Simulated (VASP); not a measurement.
In, 1 atom in the cell. Symmetry: Im-3m, No. 229, cubic system. The conventional cell has a = 3.813 Å, b = 3.813 Å, c = 3.813 Å, α = 90.00°, β = 90.00°, γ = 90.00°. In (site symmetry m-3m) has 14 In at 3.30 to 3.81 Å within 4.3 Å. 

```yaml
Program: VASP 6.6.1
Task: relaxation of cell and atoms
Functional: PBE
Potentials_or_basis: VASP PAW PBE potentials, release 64 (In_d)
Cutoff: 600 eV
k_mesh: 16 × 16 × 16
Occupations: gaussian, width 0.1 eV
Spin: no spin polarisation
Dipole_correction: no
Further_INCAR_settings: ALGO = Fast; EDIFF = 1e-06; IBRION = 2; EDIFFG = -0.01; NSW = 80; ISIF = 3
```

Potentials or basis: VASP PAW PBE potentials, release 64 (In_d).

Run with:

```bash
$ cat potpaw_PBE.64/In_d/POTCAR > POTCAR
$ mpirun -np 1 vasp_std > vasp.out
```

Hardware: 1 thread of Intel(R) Xeon(R) Platinum 8259CL CPU @ 2.50GHz (Skylake/Cascade Lake) (shared host).

Question: Estimate the wall time of this run.

Answer: Wall time 88 s on 1 thread of Intel(R) Xeon(R) Platinum 8259CL CPU @ 2.50GHz (Skylake/Cascade Lake), with other jobs on the host, peak memory 0.2 GiB. Counts: scf iterations 28, k points 145, ion steps 4.
